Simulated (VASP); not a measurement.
# ZrN (Fm-3m) in VASP: notebook

The runs below take ZrN through single point, with PBE, BLYP, PBEsol.

All numbers are computed with VASP 6.6.1; they aren't measurements. Logs are shortened: lines on timing, memory, paths and dates and some standing lists are left out, and cuts for length are marked.

### Step 1. The cell of the first run

It takes space group Fm-3m (No. 225, cubic). The conventional cell has a = 4.589 Å, b = 4.589 Å, c = 4.589 Å, α = 90.00°, β = 90.00°, γ = 90.00°. Within 3.0 Å of Zr (site symmetry m-3m) lie 6 N at 2.29 Å. Within 3.0 Å of N (site symmetry m-3m) lie 6 Zr at 2.29 Å.

### Step 2. Single point, PBE

INCAR

```
ALGO = Normal
EDIFF = 1E-6
ENCUT = 600
GGA = PE
GGA_COMPAT = F
ISIF = 2
ISMEAR = -4
LASPH = T
LCHARG = T
LELF = T
LREAL = F
LVHAR = T
LWAVE = F
NBANDS = 16
NELM = 120
PREC = Accurate
SIGMA = 0.1
```

KPOINTS

```
k-points
0
Gamma
  8 8 8
```

POSCAR

```
ZrN
1.0
    0.0000000000      2.2942655869      2.2942655869
    2.2942655869      0.0000000000      2.2942655869
    2.2942655869      2.2942655869      0.0000000000
Zr N
1 1
Direct
    0.5000000000      0.5000000000      0.5000000000
    0.0000000000      0.0000000000      0.0000000000
```

Potentials or basis: VASP PAW PBE potentials, release 64 (Zr_sv, N).

Command:

```sh
$ cat potpaw_PBE.64/Zr_sv/POTCAR potpaw_PBE.64/N/POTCAR > POTCAR
$ mpirun -np 1 vasp_std > vasp.out
```

OUTCAR:

```text
EDIFF = 1E-6
   ENCUT = 600
   GGA = PE
   ISIF = 2
   ISMEAR = -4
   LASPH = T
   LREAL = F
   NELM = 120
   PREC = Accurate

 ion  position               nearest neighbor table
   1  0.500  0.500  0.500-   2 2.29   2 2.29   2 2.29   2 2.29   2 2.29   2 2.29
   2  0.000  0.000  0.000-   1 2.29   1 2.29   1 2.29   1 2.29   1 2.29   1 2.29

  LATTYP: Found a face centered cubic cell.
 ALAT       =     4.5885311738

  Lattice vectors:

 A1 = (   0.0000000000,   2.2942655869,   2.2942655869)
 A2 = (   2.2942655869,   0.0000000000,   2.2942655869)
 A3 = (   2.2942655869,   2.2942655869,   0.0000000000)

Analysis of symmetry for initial positions (statically):
=====================================================================
 Subroutine PRICEL returns:
 Original cell was already a primitive cell.

 Routine SETGRP: Setting up the symmetry group for a
 face centered cubic supercell.

 Subroutine GETGRP returns: Found 48 space group operations
[... 9 lines left out ...]

 Routine SETGRP: Setting up the symmetry group for a
 face centered cubic supercell.

 Subroutine GETGRP returns: Found 48 space group operations
[... 11 lines left out ...]
                                     Primitive cell

  volume of cell :      24.1524

  direct lattice vectors                    reciprocal lattice vectors
     0.000000000  2.294265587  2.294265587    -0.217934664  0.217934664  0.217934664
     2.294265587  0.000000000  2.294265587     0.217934664 -0.217934664  0.217934664
     2.294265587  2.294265587  0.000000000     0.217934664  0.217934664 -0.217934664

  length of vectors
     3.244581509  3.244581509  3.244581509     0.377473911  0.377473911  0.377473911

  position of ions in fractional coordinates (direct lattice)
     0.500000000  0.500000000  0.500000000
     0.000000000  0.000000000  0.000000000

  ion indices of the primitive-cell ions
   primitive index   ion index
                 1           1
                 2           2

----------------------------------------------------------------------------------------

 KPOINTS: k-points

Automatic generation of k-mesh.
 Grid dimensions read from file:
 generate k-points for:    8    8    8

 Generating k-lattice:

  Cartesian coordinates                     Fractional coordinates (reciprocal lattice)
    -0.027241833  0.027241833  0.027241833     0.125000000  0.000000000  0.000000000
     0.027241833 -0.027241833  0.027241833     0.000000000  0.125000000  0.000000000
     0.027241833  0.027241833 -0.027241833     0.000000000  0.000000000  0.125000000

  Length of vectors
     0.047184239  0.047184239  0.047184239

  Shift w.r.t. Gamma in fractional coordinates (k-lattice)
     0.000000000  0.000000000  0.000000000

 TETIRR: Found     76 inequivalent tetrahedra from     3072

 Subroutine IBZKPT returns following result:
 ===========================================

 Found     29 irreducible k-points:

 Following reciprocal coordinates:
            Coordinates               Weight
  0.000000  0.000000  0.000000      1.000000
  0.125000  0.000000  0.000000      8.000000
  0.250000  0.000000  0.000000      8.000000
  0.375000  0.000000  0.000000      8.000000
  0.500000  0.000000  0.000000      4.000000
  0.125000  0.125000  0.000000      6.000000
[... 16 lines left out ...]
  0.500000  0.250000  0.125000     48.000000
 -0.375000  0.250000  0.125000     24.000000
 [... further k-points ...]
   k-points           NKPTS =     29   k-points in BZ     NKDIM =     29   number of bands    NBANDS=     16
   number of dos      NEDOS =    301   number of ions     NIONS =      2
   total plane-waves  NPLWV =  21952
   dimension x,y,z NGX =    28 NGY =   28 NGZ =   28
   dimension x,y,z NGXF=    56 NGYF=   56 NGZF=   56
   ions per type =               1   1
   NGX,Y,Z   is equivalent  to a cutoff of  14.35, 14.35, 14.35 a.u.
   NGXF,Y,Z  is equivalent  to a cutoff of  28.69, 28.69, 28.69 a.u.
 SYSTEM =  unknown system
   PREC   = accura    normal or accurate (medium, high low for compatibility)
   ISTART =      0    job   : 0-new  1-cont  2-samecut
   ICHARG =      2    charge: 1-file 2-atom 10-const
   ISPIN  =      1    spin polarized calculation?
   LNONCOLLINEAR =      F non collinear calculations
   LSORBIT =      F    spin-orbit coupling
   LASPH  =      T    aspherical Exc in radial PAW
   ENCUT  =  600.0 eV  44.10 Ry    6.64 a.u.   6.48  6.48  6.48*2*pi/ulx,y,z
   NELM   =    120;   NELMIN=  2; NELMDL= -5     # of ELM steps
   EDIFF  = 0.1E-05   stopping-criterion for ELM
   LREAL  =      F    real-space projection
   EDIFFG = 0.1E-04   stopping-criterion for IOM
   NSW    =      0    number of steps for IOM
   IBRION =     -1    ionic relax: 0-MD 1-quasi-New 2-CG
   NFREE  =      0    steps in history (QN), initial steepest desc. (CG)
   ISIF   =      2    stress and relaxation
   ISYM   =      2    0-nonsym 1-usesym 2-fastsym
   POTIM  = 0.5000    time-step for ionic-motion
   TEBEG  =    0.0;   TEEND  =   0.0 temperature during run
   PSTRESS=    0.0 pullay stress
   NELECT =      17.0000    total number of electrons
   NUPDOWN=      -1.0000    fix difference up-down
   EMIN   =  10.00;   EMAX   =-10.00  energy-range for DOS
   EFERMI =   0.00;   METHOD = LEGACY
   ISMEAR =    -4;   SIGMA  =   0.10  broadening in eV -4-tet -1-fermi 0-gaus
   EFERMI_NEDOS =   21; number of points for ismear=-14 and -15
   IALGO  =     38    algorithm
   IMIX   =      4    mixing-type and parameters
     AMIX     =   0.40;   BMIX     =  1.00
     AMIX_MAG =   1.60;   BMIX_MAG =  1.00
  volume/ion in A,a.u.               =      12.08        81.49
  Fermi-wavevector in a.u.,A,eV,Ry     =   1.456255  2.751923 28.853587  2.120679
  Thomas-Fermi vector in A             =   2.573195
   LORBIT       =      0    0 simple, 1 ext, 2 COOP (PROOUT), +10 PAW based schemes
   GGA     = PE    functional components
   LHFCALC =     F    Hartree Fock is set to
   AEXX    =    0.0000 exact exchange contribution
   IVDW    =     0    specifies the selected vdW correction
   LEPSILON=     F    determine dielectric tensor
   LRPA    =     F    only Hartree local field effects (RPA)
 non-spin polarized calculation
 Fermi weights with tetrahedron method witout Bloechl corrections
  energy-cutoff  :      600.00
  volume of cell :       24.15
 maximum number of plane-waves:       821
 NGX is ok and might be reduce to    28
   NGX = 13   NGY = 13   NGZ = 13

 number of electron      17.0000000 magnetization

 Free energy of the ion-electron system (eV)
  ---------------------------------------------------
  ext. energy  EPLUGINS =         0.00000000
  ---------------------------------------------------
  free energy    TOTEN  =       -20.22973160 eV

  energy without entropy =      -20.22973160  energy(sigma->0) =      -20.22973160

 E-fermi :  12.0274     XC(G=0): -12.4903

 val. band max:       12.1423444679   @ k =  -0.1250   0.1250   0.0000
 cond. band min:      11.9740872336   @ k =   0.3750   0.1250   0.0000
 fundamental gap:     -0.1682572343
 Fermi energy:        12.0274045358

 k-point     1 :       0.0000    0.0000    0.0000
  band No.  band energies     occupation
      1     -37.6445      2.00000
      2     -15.2698      2.00000
      3     -15.2698      2.00000
      4     -15.2698      2.00000
      5      -4.3274      2.00000
      6       9.2819      2.00000
[... 8 lines left out ...]
     15      21.1140      0.00000
     16      34.3904      0.00000

 k-point     2 :       0.1250    0.0000    0.0000
  band No.  band energies     occupation
      1     -37.6242      2.00000
      2     -15.4559      2.00000
      3     -15.2838      2.00000
      4     -15.2837      2.00000
      5      -4.0217      2.00000
      6       8.1510      2.00000
[... 8 lines left out ...]
     15      22.1168      0.00000
     16      31.7219      0.00000

 k-point     3 :       0.2500    0.0000    0.0000
  band No.  band energies     occupation
      1     -37.5750      2.00000
      2     -15.8773      2.00000
      3     -15.3170      2.00000
      4     -15.3170      2.00000
      5      -3.2782      2.00000
      6       6.3212      2.00000
[... 8 lines left out ...]
     15      23.9912      0.00000
     16      29.0161      0.00000

 k-point     4 :       0.3750    0.0000    0.0000
  band No.  band energies     occupation
      1     -37.5252      2.00000
      2     -16.2668      2.00000
      3     -15.3498      2.00000
      4     -15.3498      2.00000
      5      -2.4924      2.00000
      6       4.8659      2.00000
[... 8 lines left out ...]
     15      24.4380      0.00000
     16      25.7365      0.00000

 k-point     5 :       0.5000    0.0000    0.0000
  band No.  band energies     occupation
      1     -37.5044      2.00000
      2     -16.4204      2.00000
      3     -15.3632      2.00000
      4     -15.3632      2.00000
      5      -2.1381      2.00000
      6       4.2925      2.00000
[... 8 lines left out ...]
     15      24.2055      0.00000
     16      24.2055      0.00000

 k-point     6 :       0.1250    0.1250    0.0000
  band No.  band energies     occupation
      1     -37.6175      2.00000
      2     -15.4453      2.00000
      3     -15.3225      2.00000
      4     -15.3225      2.00000
      5      -3.9564      2.00000
      6       7.4185      2.00000
[... 8 lines left out ...]
     15      22.4440      0.00000
     16      31.4023      0.00000
[... 267 lines left out ...]
 k-point    21 :       0.5000    0.5000    0.0000
  band No.  band energies     occupation
      1     -37.4598      2.00000
      2     -16.1856      2.00000
      3     -15.6235      2.00000
      4     -15.6235      2.00000
      5      -3.7946      2.00000
      6       7.3739      2.00000
[... 8 lines left out ...]
     15      21.7637      0.00000
     16      27.7431      0.00000

 k-point    22 :       0.3750    0.2500    0.1250
  band No.  band energies     occupation
      1     -37.5384      2.00000
      2     -15.9468      2.00000
      3     -15.5179      2.00000
      4     -15.3739      2.00000
      5      -3.1313      2.00000
      6       5.7427      2.00000
[... 8 lines left out ...]
     15      25.1606      0.00000
     16      25.6375      0.00000

 k-point    23 :       0.5000    0.2500    0.1250
  band No.  band energies     occupation
      1     -37.4985      2.00000
      2     -16.1459      2.00000
      3     -15.6183      2.00000
      4     -15.4272      2.00000
      5      -2.8223      2.00000
      6       5.4380      2.00000
[... 8 lines left out ...]
     15      23.9465      0.00000
     16      24.9234      0.00000

 k-point    24 :      -0.3750    0.2500    0.1250
  band No.  band energies     occupation
      1     -37.4818      2.00000
      2     -16.2309      2.00000
      3     -15.6438      2.00000
      4     -15.4604      2.00000
      5      -2.7012      2.00000
      6       5.3000      2.00000
[... 8 lines left out ...]
     15      23.6098      0.00000
     16      24.8712      0.00000

 [... further k-points ...]

------------------------ aborting loop because EDIFF is reached ----------------------------------------

  FORCE on cell =-STRESS in cart. coord.  units (eV):
  Direction    XX          YY          ZZ          XY          YZ          ZX
  --------------------------------------------------------------------------------------
  -------------------------------------------------------------------------------------
  Total        0.3424422      0.3424422      0.3424422     -0.0000000     -0.0000000      0.0000000
  in kB       22.7162593     22.7162593     22.7162593     -0.0000000     -0.0000000      0.0000000
  external PRESSURE =      22.7162593 kB  Pullay stress =       0.0000000 kB

 VOLUME and BASIS-vectors are now :
 -----------------------------------------------------------------------------
  energy-cutoff  :      600.00
  volume of cell :       24.15
      direct lattice vectors                 reciprocal lattice vectors
     0.000000000  2.294265587  2.294265587    -0.217934664  0.217934664  0.217934664
     2.294265587  0.000000000  2.294265587     0.217934664 -0.217934664  0.217934664
     2.294265587  2.294265587  0.000000000     0.217934664  0.217934664 -0.217934664

 POSITION                                       TOTAL-FORCE (eV/Angst)
 -----------------------------------------------------------------------------------
      2.29427      2.29427      2.29427         0.000000      0.000000      0.000000
      0.00000      0.00000      0.00000        -0.000000     -0.000000     -0.000000
 -----------------------------------------------------------------------------------
    total drift:                                0.000000      0.000000      0.000000

  FREE ENERGIE OF THE ION-ELECTRON SYSTEM (eV)
  ---------------------------------------------------
  free  energy   TOTEN  =       -20.2297315997 eV

  energy  without entropy=      -20.2297315997  energy(sigma->0) =      -20.22973160
```

Run time: 32 s. Hardware: 1 thread of Intel Xeon 8259CL, shared host; peak memory 0.16 GiB.

What came out:

```yaml
Free_energy: -20.2297 eV
Pressure: 2.3 GPa
```

### Step 3. Single point, BLYP

INCAR

```
SYSTEM = ZrN
PREC = Accurate
ENCUT = 600
EDIFF = 1E-6
ISMEAR = -5
SIGMA = 0.1
LREAL = .False.
LASPH = .True.
NELM = 120
ALGO = Normal
ISIF = 2
LWAVE = .False.
LCHARG = .False.
GGA = B5
ALDAX = 1.0
AGGAX = 1.0
AGGAC = 1.0
ALDAC = 0.0
NBANDS = 16
GGA_COMPAT = .False.
```

KPOINTS

```
regular mesh
0
Gamma
  8 8 8
  0 0 0
```

POSCAR is that of step 2.

Potentials or basis: VASP PAW PBE potentials, release 64 (Zr_sv, N).

Command:

```sh
$ cat potpaw_PBE.64/Zr_sv/POTCAR potpaw_PBE.64/N/POTCAR > POTCAR
$ mpirun -np 1 vasp_std > vasp.out
```

It took 52 s on 1 thread of Intel Xeon 8259CL, shared host; peak memory 0.16 GiB.

It converged, with:

```
Free energy : -18.7800 eV
Pressure    : 9.9 GPa
```

Levels at points of the mesh, in eV from the Fermi level:
| k point | band 7 | band 8 | band 9 | band 10 | band 11 | band 12 |
| --- | --- | --- | --- | --- | --- | --- |
| (0.00, 0.00, 0.00) | -2.80 | -2.80 | -0.50 | -0.50 | -0.50 | 1.45 |
| (0.50, 0.00, 0.00) | -5.79 | -5.79 | 2.84 | 2.86 | 2.86 | 5.02 |
| (0.50, 0.50, 0.00) | -3.45 | -3.27 | -3.27 | 3.18 | 4.26 | 4.26 |

Caveat: the PAW data sets were made with another functional, which shifts forces and pressure a little; tetrahedron occupations give inexact forces and stress in metals.

### Step 4. Single point, PBE

INCAR

```
PREC = Accurate
ENCUT = 600
EDIFF = 1E-6
ISMEAR = 0
SIGMA = 0.13
LREAL = False
LASPH = True
NELM = 120
ALGO = Normal
ISIF = 2
LWAVE = False
LCHARG = True
GGA = PE
LELF = True
LVHAR = True
NBANDS = 16
GGA_COMPAT = False
```

KPOINTS

```
Automatic mesh
0
Gamma
  8 8 8
```

POSCAR is that of step 3.

Command:

```sh
$ cat potpaw_PBE.64/Zr_sv/POTCAR potpaw_PBE.64/N/POTCAR > POTCAR
$ mpirun -np 1 vasp_std > vasp.out
```

Run time: 32 s. Hardware: 1 thread of Intel Xeon 8259CL, shared host; peak memory 0.16 GiB.

It converged, with:

```yaml
Free_energy: -20.3567 eV
Pressure: 1.4 GPa
```

Levels at points of the mesh, in eV from the Fermi level:
```csv
k point,band 7,band 8,band 9,band 10,band 11,band 12
"(0.00, 0.00, 0.00)",-2.65,-2.65,-0.40,-0.40,-0.40,1.57
"(0.50, 0.00, 0.00)",-5.67,-5.67,3.01,3.07,3.07,4.74
"(0.50, 0.50, 0.00)",-3.47,-3.15,-3.15,3.35,4.51,4.51
```

### Step 5. Single point, PBEsol

INCAR

```
  ALGO = Normal
  EDIFF = 1E-6
  ENCUT = 600
  GGA = PS
  GGA_COMPAT = False
  ISIF = 2
  ISMEAR = 0
  LASPH = True
  LCHARG = False
  LREAL = False
  LWAVE = False
  NBANDS = 16
  NELM = 120
  PREC = Accurate
  SIGMA = 0.1
```

KPOINTS

```
k-points
0
Gamma
  8 8 8
```

POSCAR is that of step 4.

Command:

```sh
$ cat potpaw_PBE.64/Zr_sv/POTCAR potpaw_PBE.64/N/POTCAR > POTCAR
$ mpirun -np 1 vasp_std > vasp.out
```

It took 32 s on 1 thread of Intel Xeon 8259CL, shared host; peak memory 0.16 GiB.

The run converged. Its results:

```
Free energy : -21.5272 eV
Pressure    : -5.6 GPa
```

Levels at points of the mesh, in eV from the Fermi level:
```
           k point  band 5  band 6  band 7  band 8  band 9  band 10  band 11  band 12  band 13  band 14
(0.00, 0.00, 0.00)  -16.17   -2.61   -2.61   -2.61   -0.41    -0.41    -0.41     1.58     1.58     2.85
(0.50, 0.00, 0.00)  -13.94   -7.66   -5.66   -5.66    3.05     3.11     3.11     4.70     7.75     7.75
(0.50, 0.50, 0.00)  -15.63   -4.53   -3.50   -3.12   -3.12     3.38     4.57     4.57     4.99     9.01
```

Caveat: the PAW data sets were made with another functional, which shifts forces and pressure a little.

### Step 6. Single point, PBE

INCAR

```
PREC = Accurate
ENCUT = 600
EDIFF = 1E-6
ISMEAR = 0
SIGMA = 0.1
LREAL = F
LASPH = T
NELM = 120
ALGO = Normal
ISIF = 2
LWAVE = F
LCHARG = F
GGA = PE
NBANDS = 16
ISYM = 0
GGA_COMPAT = F
```

KPOINTS

```
Automatic mesh
0
Gamma
  4 4 4
  0.5 0.5 0.5
```

POSCAR is that of step 5.

Potentials or basis: VASP PAW PBE potentials, release 64 (Zr_sv, N).

Command:

```sh
$ cat potpaw_PBE.64/Zr_sv/POTCAR potpaw_PBE.64/N/POTCAR > POTCAR
$ mpirun -np 1 vasp_std > vasp.out
```

Run time: 1.9 min. Hardware: 1 thread of Intel Xeon 8259CL, shared host; peak memory 0.2 GiB.

Results (log left out):

| Item | Value |
| --- | --- |
| Free energy | -20.3125 eV |
| Pressure | 1.8 GPa |

Levels at points of the mesh, in eV from the Fermi level:
```
           k point  band 6  band 7  band 8  band 9  band 10  band 11
(0.12, 0.12, 0.12)   -3.78   -3.41   -3.41   -0.04     0.04     0.04
```

Caveat: the k points lie up to 0.59 Å⁻¹ apart.

### Step 7. Summary

```tsv
level	k mesh	smearing	gap on the mesh (eV)	pressure (GPa)
PBE	8 × 8 × 8	tetrahedron	none	2.3
BLYP	8 × 8 × 8	tetrahedron	none	9.9
PBE	8 × 8 × 8	gaussian 0.13 eV	none	1.4
PBEsol	8 × 8 × 8	gaussian 0.1 eV	none	-5.6
PBE	4 × 4 × 4, shifted	gaussian 0.1 eV	none	1.8
```

Alike in all rows: task single point; potentials or basis VASP PAW PBE potentials, release 64 (Zr_sv, N); no spin polarisation; cell as given; cutoff (eV) 600.

Caveats: some runs use coarse meshes; the PAW data sets were made with another functional, which shifts forces and pressure a little (some runs); tetrahedron occupations give inexact forces and stress in metals (some runs).

Total energies depend on the potentials used, so only differences within one code and one set of settings carry meaning.
